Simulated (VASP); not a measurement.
# CdSe (P6_3mc) in VASP: notebook

CdSe is run at these levels: PBE; tasks: relaxation of shape and atoms at fixed volume.

Program: VASP 6.6.1. These are calculated values, not measurements. Logs are shortened: lines on timing, memory, paths and dates and some standing lists are left out, and cuts for length are marked.

### Step 1. The cell of the first run

The structure is hexagonal, space group P6_3mc (No. 186). Conventional cell: a = 4.339 Å, b = 4.339 Å, c = 7.083 Å, α = 90.00°, β = 90.00°, γ = 120.00°. Cd (site symmetry 3m) has 4 Se at 2.66 Å within 3.5 Å. Within 3.5 Å of Se (site symmetry 3m) lie 4 Cd at 2.66 Å.

### Step 2. Relaxation of shape and atoms at fixed volume, PBE (28.88 Å³/atom)

INCAR reads:

```
  ALGO = Normal
  EDIFF = 1E-7
  EDIFFG = -0.01
  ENCUT = 500
  GGA = PE
  GGA_COMPAT = False
  IBRION = 2
  ISIF = 4
  ISMEAR = 0
  LASPH = True
  LCHARG = False
  LREAL = False
  LWAVE = False
  NELM = 120
  NELMIN = 4
  NSW = 50
  PREC = Accurate
  SIGMA = 0.02
```

KPOINTS reads:

```
k-points
0
Gamma
  9 9 6
```

POSCAR reads:

```
CdSe
1.0
    4.3392285982      0.0000000000      0.0000000000
   -2.1696142991      3.7578821988      0.0000000000
    0.0000000000      0.0000000000      7.0832857252
Cd Se
2 2
Direct
    0.3333333333      0.6666666667      0.0046292738
    0.6666666667      0.3333333333      0.5046292738
    0.3333333333      0.6666666667      0.3803707262
    0.6666666667      0.3333333333      0.8803707262
```

Potentials or basis: VASP PAW PBE potentials, release 64 (Cd, Se).

On the command line:

```
$ cat potpaw_PBE.64/Cd/POTCAR potpaw_PBE.64/Se/POTCAR > POTCAR
$ mpirun -np 1 vasp_std > vasp.out
```

OUTCAR:

```text
EDIFF = 1E-7
   EDIFFG = -0.01
   ENCUT = 500
   GGA = PE
   IBRION = 2
   ISIF = 4
   ISMEAR = 0
   LASPH = True
   LREAL = False
   NELM = 120
   NELMIN = 4
   NSW = 50
   PREC = Accurate

 ion  position               nearest neighbor table
   1  0.333  0.667  0.005-   4 2.66   4 2.66   4 2.66   3 2.66
   2  0.667  0.333  0.505-   3 2.66   3 2.66   3 2.66   4 2.66
   3  0.333  0.667  0.380-   2 2.66   2 2.66   2 2.66   1 2.66
   4  0.667  0.333  0.880-   1 2.66   1 2.66   1 2.66   2 2.66

  LATTYP: Found a hexagonal cell.
 ALAT       =     4.3392285982
 C/A-ratio  =     1.6323836288

  Lattice vectors:

 A1 = (   4.3392285982,   0.0000000000,   0.0000000000)
 A2 = (  -2.1696142991,   3.7578821988,   0.0000000000)
 A3 = (   0.0000000000,   0.0000000000,   7.0832857252)

Analysis of symmetry for initial positions (statically):
=====================================================================
 Subroutine PRICEL returns:
 Original cell was already a primitive cell.

 Routine SETGRP: Setting up the symmetry group for a
 hexagonal supercell.

 Subroutine GETGRP returns: Found 12 space group operations
 (whereof  6 operations were pure point group operations)
 out of a pool of 24 trial point group operations.

The static configuration has the point symmetry C_3v.
 The point group associated with its full space group is C_6v.

Analysis of symmetry for dynamics (positions and initial velocities):
=====================================================================
 Subroutine PRICEL returns:
 Original cell was already a primitive cell.

 Routine SETGRP: Setting up the symmetry group for a
 hexagonal supercell.

 Subroutine GETGRP returns: Found 12 space group operations
 (whereof  6 operations were pure point group operations)
 out of a pool of 24 trial point group operations.

The dynamic configuration has the point symmetry C_3v.
 The point group associated with its full space group is C_6v.

 Subroutine INISYM returns: Found 12 space group operations
 (whereof  6 operations are pure point group operations),
 and found     1 'primitive' translations

----------------------------------------------------------------------------------------

                                     Primitive cell

  volume of cell :     115.5023

  direct lattice vectors                    reciprocal lattice vectors
[... 92 lines left out ...]
   LREAL  =      F    real-space projection
   EDIFFG = -.1E-01   stopping-criterion for IOM
   NSW    =     50    number of steps for IOM
   IBRION =      2    ionic relax: 0-MD 1-quasi-New 2-CG
   NFREE  =      1    steps in history (QN), initial steepest desc. (CG)
   ISIF   =      4    stress and relaxation
   ISYM   =      2    0-nonsym 1-usesym 2-fastsym
   POTIM  = 0.5000    time-step for ionic-motion
   TEBEG  =    0.0;   TEEND  =   0.0 temperature during run
   PSTRESS=    0.0 pullay stress
   NELECT =      36.0000    total number of electrons
   NUPDOWN=      -1.0000    fix difference up-down
   EMIN   =  10.00;   EMAX   =-10.00  energy-range for DOS
   EFERMI =   0.00;   METHOD = LEGACY
   ISMEAR =     0;   SIGMA  =   0.02  broadening in eV -4-tet -1-fermi 0-gaus
   EFERMI_NEDOS =   21; number of points for ismear=-14 and -15
   IALGO  =     38    algorithm
   IMIX   =      4    mixing-type and parameters
     AMIX     =   0.40;   BMIX     =  1.00
     AMIX_MAG =   1.60;   BMIX_MAG =  1.00
  volume/ion in A,a.u.               =      28.88       194.86
  Fermi-wavevector in a.u.,A,eV,Ry     =   1.109972  2.097544 16.762905  1.232039
  Thomas-Fermi vector in A             =   2.246518
   LORBIT       =      0    0 simple, 1 ext, 2 COOP (PROOUT), +10 PAW based schemes
   GGA     = PE    functional components
   LHFCALC =     F    Hartree Fock is set to
   AEXX    =    0.0000 exact exchange contribution
   IVDW    =     0    specifies the selected vdW correction
   LEPSILON=     F    determine dielectric tensor
   LRPA    =     F    only Hartree local field effects (RPA)
 conjugate gradient relaxation of ions
 non-spin polarized calculation
 Gauss-broadening in eV      SIGMA  =   0.02
  energy-cutoff  :      500.00
  volume of cell :      115.50
 maximum number of plane-waves:      2964
 NGX is ok and might be reduce to    32
   NGX = 15   NGY = 15   NGZ = 25

 number of electron      35.9999986 magnetization

 Free energy of the ion-electron system (eV)
  ---------------------------------------------------
  ext. energy  EPLUGINS =         0.00000000
  ---------------------------------------------------
  free energy    TOTEN  =       -10.97388354 eV

  energy without entropy =      -10.97388354  energy(sigma->0) =      -10.97388354

 E-fermi :   0.8598     XC(G=0):  -8.7610

 val. band max:        0.7414349309   @ k =   0.0000   0.0000   0.0000
 cond. band min:       1.3492430604   @ k =   0.0000   0.0000   0.0000
 fundamental gap:      0.6078081295
 Fermi energy:         0.8597696660

 k-point     1 :       0.0000    0.0000    0.0000
  band No.  band energies     occupation
      1     -11.7157      2.00000
      2     -11.3615      2.00000
      3      -7.1022      2.00000
      4      -7.0964      2.00000
      5      -7.0964      2.00000
      6      -7.0334      2.00000
[... 589 lines left out ...]
     21       5.2294      0.00000
     22       7.3147      0.00000

 [... further k-points ...]

------------------------ aborting loop because EDIFF is reached ----------------------------------------

  FORCE on cell =-STRESS in cart. coord.  units (eV):
  Direction    XX          YY          ZZ          XY          YZ          ZX
  --------------------------------------------------------------------------------------
  -------------------------------------------------------------------------------------
  Total        1.2398309      1.2398309      1.2414925      0.0000000     -0.0000000      0.0000000
  in kB       17.1981843     17.1981843     17.2212322      0.0000000     -0.0000000      0.0000000
  external PRESSURE =      17.2058669 kB  Pullay stress =       0.0000000 kB

 VOLUME and BASIS-vectors are now :
 -----------------------------------------------------------------------------
  energy-cutoff  :      500.00
  volume of cell :      115.50
      direct lattice vectors                 reciprocal lattice vectors
     4.339228598  0.000000000  0.000000000     0.230455708  0.133053665  0.000000000
    -2.169614299  3.757882199  0.000000000     0.000000000  0.266107330  0.000000000
     0.000000000  0.000000000  7.083285725     0.000000000  0.000000000  0.141177419

 POSITION                                       TOTAL-FORCE (eV/Angst)
 -----------------------------------------------------------------------------------
     -0.00000      2.50525      0.03279        -0.000000      0.000000      0.003635
      2.16961      1.25263      3.57443         0.000000     -0.000000      0.003635
     -0.00000      2.50525      2.69427         0.000000     -0.000000     -0.003635
      2.16961      1.25263      6.23592        -0.000000      0.000000     -0.003635
 -----------------------------------------------------------------------------------
    total drift:                               -0.000000     -0.000000     -0.000092

  FREE ENERGIE OF THE ION-ELECTRON SYSTEM (eV)
  ---------------------------------------------------
  free  energy   TOTEN  =       -10.9738835357 eV

  energy  without entropy=      -10.9738835357  energy(sigma->0) =      -10.97388354

 reached required accuracy - stopping structural energy minimisation
```

OSZICAR:

```text
N       E                     dE             d eps       ncg     rms          rms(c)
DAV:   1     0.238329830385E+03    0.23833E+03   -0.16954E+04  2112   0.143E+03
DAV:   2     0.171646943881E+01   -0.23661E+03   -0.23137E+03  2328   0.343E+02
DAV:   3    -0.116078919888E+02   -0.13324E+02   -0.13275E+02  2574   0.809E+01
DAV:   4    -0.117303476628E+02   -0.12246E+00   -0.12241E+00  2268   0.756E+00
DAV:   5    -0.117313779978E+02   -0.10303E-02   -0.10303E-02  2634   0.644E-01    0.833E+00
DAV:   6    -0.110067420261E+02    0.72464E+00   -0.16545E+00  2530   0.127E+01    0.659E+00
DAV:   7    -0.109752002414E+02    0.31542E-01   -0.58232E-01  2370   0.423E+00    0.262E+00
DAV:   8    -0.109738532374E+02    0.13470E-02   -0.64373E-02  2226   0.282E+00    0.364E-01
DAV:   9    -0.109736735167E+02    0.17972E-03   -0.99686E-03  2436   0.128E+00    0.123E-01
DAV:  10    -0.109737864867E+02   -0.11297E-03   -0.10425E-03  2298   0.396E-01    0.766E-02
DAV:  11    -0.109739083680E+02   -0.12188E-03   -0.31593E-04  2268   0.124E-01    0.232E-02
DAV:  12    -0.109738802166E+02    0.28151E-04   -0.15451E-04  2608   0.131E-01    0.867E-03
DAV:  13    -0.109738837636E+02   -0.35470E-05   -0.19269E-05  2226   0.292E-02    0.839E-03
DAV:  14    -0.109738831850E+02    0.57865E-06   -0.22105E-06  2580   0.104E-02    0.422E-03
DAV:  15    -0.109738835453E+02   -0.36037E-06   -0.26126E-07  2222   0.326E-03    0.624E-04
DAV:  16    -0.109738835357E+02    0.96188E-08   -0.39502E-08  1582   0.107E-03
   1 F= -.10973884E+02 E0= -.10973884E+02  d E =-.109739E+02
```

CONTCAR:

```text
CdSe
   1.00000000000000
     4.3392285982000001    0.0000000000000000    0.0000000000000000
    -2.1696142991000000    3.7578821988000000    0.0000000000000000
     0.0000000000000000    0.0000000000000000    7.0832857251999997
  Cd              Se
     2     2
Direct
     0.3333333332999970    0.6666666667000030    0.0046292737999991
     0.6666666667000030    0.3333333332999970    0.5046292737999991
     0.3333333332999970    0.6666666667000030    0.3803707261999989
     0.6666666667000030    0.3333333332999970    0.8803707261999989

  0.00000000E+00  0.00000000E+00  0.00000000E+00
  0.00000000E+00  0.00000000E+00  0.00000000E+00
  0.00000000E+00  0.00000000E+00  0.00000000E+00
  0.00000000E+00  0.00000000E+00  0.00000000E+00
```

It took 3 min on 1 thread of Oxide Virtual Turin-like, shared host; peak memory 0.25 GiB.

What came out:

```
Free energy                  : -10.9739 eV
Pressure after relaxing      : 1.7 GPa
Largest force after relaxing : 0.004 eV/Å
Band gap on the k mesh       : 0.61 eV
```

Forces in eV/Å, atoms in the order of the input:
```
Cd   0.000  0.000  0.004
Cd   0.000  0.000  0.004
Se   0.000  0.000 -0.004
Se   0.000  0.000 -0.004
```

Final structure:
```
CELL_PARAMETERS angstrom
4.33923 0.00000 0.00000
-2.16961 3.75788 0.00000
0.00000 0.00000 7.08329
ATOMIC_POSITIONS crystal
Cd 0.33333 0.66667 0.00463
Cd 0.66667 0.33333 0.50463
Se 0.33333 0.66667 0.38037
Se 0.66667 0.33333 0.88037
```

Caveat: the relaxation stopped at its first step, so nothing moved; semilocal functionals underestimate gaps, and a narrow one can read as zero.

### Step 3. Relaxation of shape and atoms at fixed volume, PBE (30.66 Å³/atom)

This run uses another cell than the first one, of 30.66 Å³/atom.

INCAR reads:

```
SYSTEM = CdSe
PREC = Accurate ; ENCUT = 500
EDIFF = 1E-7 ; ISMEAR = 0
SIGMA = 0.02 ; LREAL = .FALSE.
LASPH = .TRUE. ; NELM = 120
ALGO = Normal ; ISIF = 4
LWAVE = .FALSE. ; LCHARG = .FALSE.
GGA = PE ; IBRION = 2
NSW = 50 ; EDIFFG = -0.01
GGA_COMPAT = .FALSE. ; NELMIN = 4
```

KPOINTS reads:

```
regular mesh
0
G
  9 9 6
  0 0 0
```

POSCAR reads:

```
CdSe
1.0
    4.4269134063      0.0000000000      0.0000000000
   -2.2134567032      3.8338194702      0.0000000000
    0.0000000000      0.0000000000      7.2264209705
Cd Se
2 2
Direct
    0.3333333333      0.6666666667      0.0046292738
    0.6666666667      0.3333333333      0.5046292738
    0.3333333333      0.6666666667      0.3803707262
    0.6666666667      0.3333333333      0.8803707262
```

Potentials or basis: VASP PAW PBE potentials, release 64 (Cd, Se).

On the command line:

```
$ cat potpaw_PBE.64/Cd/POTCAR potpaw_PBE.64/Se/POTCAR > POTCAR
$ mpirun -np 1 vasp_std > vasp.out
```

Run time: 2.5 min. Hardware: 1 thread of Oxide Virtual Turin-like, shared host; peak memory 0.25 GiB.

Results (log left out):

```
Free energy             : -10.9861 eV
Pressure after relaxing : -1.0 GPa
Band gap on the k mesh  : 0.48 eV
```

Final structure:
```
Cd Se
1.0
     4.42691    0.00000    0.00000
    -2.21346    3.83382    0.00000
     0.00000    0.00000    7.22642
Cd Se
2 2
Direct
  0.33333 0.66667 0.00463
  0.66667 0.33333 0.50463
  0.33333 0.66667 0.38037
  0.66667 0.33333 0.88037
```

Levels at points of the mesh, in eV from the valence-band top:
```tsv
k point	band 16	band 17	band 18	band 19	band 20	band 21
(0.00, 0.00, 0.00)	-0.04	0.00	0.00	0.48	2.11	5.85
(0.00, 0.00, 0.50)	-0.34	-0.34	-0.34	2.20	2.20	5.71
```

Caveat: semilocal functionals underestimate gaps, and a narrow one can read as zero.
